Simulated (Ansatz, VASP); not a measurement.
**Two plane-wave programs on BeTe**

```
CELL_PARAMETERS angstrom
0.00000 2.77452 2.77452
2.77452 0.00000 2.77452
2.77452 2.77452 0.00000
ATOMIC_POSITIONS crystal
Be 0.00000 0.00000 0.00000
Te 0.25000 0.25000 0.25000
```

Alike in both runs: task single point; functional PBEsol; k mesh 8 × 8 × 8; no spin polarisation.

|  | VASP | Ansatz |
| --- | --- | --- |
| version | VASP 6.6.1 | Ansatz 0.2.0 |
| potentials or method | VASP PAW PBE potentials, release 64 (Be, Te), cutoff 600 eV | scalar-relativistic, plane waves, PAW |
| occupations | gaussian, width 0.01 eV | fixed |
| valence electrons in the cell | 8 | 18 |

```tsv
	VASP	Ansatz	Ansatz less VASP
gap on the k mesh at the Fermi level (eV)	1.74	1.76	+0.019
least direct gap on the mesh (eV)	3.56	3.58	+0.022
pressure (GPa)	2.2	1.9	-0.28
```

VASP's potentials were made for PBE, not for PBEsol, and Ansatz warns of the same on its side. VASP's potentials hold 8 valence electrons a cell and Ansatz's 18, so a difference there can come from the potentials and not from the codes.

Spin-orbit coupling is off throughout.
